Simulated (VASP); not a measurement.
Runs of VASP 6.6.1 on Pt. The structure is that of space group Im-3m (No. 229), or close to it. The cells are those of the table. 

```tsv
cell	gap on the mesh (eV)	pressure (GPa)
a = 2.702 Å, angles 109.5°, 1 atom	none	-0.6
a = 2.712 Å, angles 109.5°, 1 atom	none	(a)
a = 2.689 Å, angles 109.5°, 1 atom	none	3.5
a = 2.701 Å, angles 109.5°, 1 atom	none	-0.6
a = 2.672 Å, angles 109.5°, 1 atom	none	9.4
a = 2.744 Å, angles 109.5°, 1 atom	none	-12.1
```

Alike in all rows: task single point; level PBEsol; potentials or basis VASP PAW PBE potentials, release 64 (Pt); no spin polarisation; k mesh 7 × 7 × 7; cutoff (eV) 500; smearing fermi-dirac 0.1 eV.

Task: Estimate the missing entries.

Result: (a) -3.8.

Caveats: all runs use coarse meshes; the PAW data sets were made with another functional, which shifts forces and pressure a little; spin-orbit coupling is left out, which moves the levels of the heavy elements.

A k mesh can miss the band edges, and the runs leave out spin-orbit coupling on Pt.

A gap of «none» marks levels without a gap at the run's occupations.
